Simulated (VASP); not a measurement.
Input of a VASP 6.6.1 run:

Contents of INCAR:

```
PREC = Accurate
ENCUT = 520
EDIFF = 1E-6
ISMEAR = 0
SIGMA = 0.05
LREAL = False
LASPH = True
NELM = 80
ALGO = Normal
ISIF = 2
LWAVE = False
LCHARG = False
GGA = PS
NBANDS = 26
```

The input KPOINTS:

```
regular mesh
0
Gamma
  9 9 6
```

The input POSCAR:

```
ZnS
1.0
    3.6976816583      0.0000000000      0.0000000000
   -1.8488408292      3.2022862512      0.0000000000
    0.0000000000      0.0000000000      5.7140274666
Zn S
2 2
Direct
    0.3333333333      0.6666666667      0.0054424479
    0.6666666667      0.3333333333      0.5054424479
    0.3333333333      0.6666666667      0.3795575521
    0.6666666667      0.3333333333      0.8795575521
```

Potentials or basis: VASP PAW PBE potentials, release 64 (Zn, S).

Run with:

```bash
$ cat potpaw_PBE.64/Zn/POTCAR potpaw_PBE.64/S/POTCAR > POTCAR
$ mpirun -np 1 vasp_std > vasp.out
```

(1) Predict the largest force.

(2) Estimate the band gap on the k mesh.

Results:

(1) 0.932 eV/Å.

(2) 2.70 eV, direct.

Caveat: the PAW data sets were made with another functional, which shifts forces and pressure a little.
